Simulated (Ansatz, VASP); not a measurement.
ZrSe2: VASP beside Ansatz

```
CELL_PARAMETERS angstrom
3.76769 0.00000 0.00000
-1.88385 3.26292 0.00000
0.00000 0.00000 6.51411
ATOMIC_POSITIONS crystal
Zr 0.00000 0.00000 0.00000
Se 0.33333 0.66667 0.23022
Se 0.66667 0.33333 0.76978
```

Alike in both runs: task single point; functional PBE; k mesh 12 × 12 × 6; occupations gaussian, width 0.05 eV; no spin polarisation.

|  | VASP | Ansatz |
| --- | --- | --- |
| version | VASP 6.6.1 | Ansatz 0.2.0 |
| potentials or method | VASP PAW PBE potentials, release 64 (Zr_sv, Se), cutoff 500 eV | scalar-relativistic, plane waves, PAW |
| valence electrons in the cell | 24 | 44 |

VASP gave:

- gap on the k mesh at the Fermi level (eV): 0.53
- least direct gap on the mesh (eV): 1.12
- pressure (GPa): 5.4
- traceless stress, the component that is largest in VASP (GPa): 1.02
- rms of the force components (eV/Å): 0.485

Which values does Ansatz return?

gap on the k mesh at the Fermi level (eV): 0.54; least direct gap on the mesh (eV): 1.12; pressure (GPa): 5.3; traceless stress, the component that is largest in VASP (GPa): 1.03; rms of the force components (eV/Å): 0.476.

Atom by atom the forces differ by 0.010 eV/Å (rms over components). VASP's potentials hold 24 valence electrons a cell and Ansatz's 44, so a difference there can come from the potentials and not from the codes.
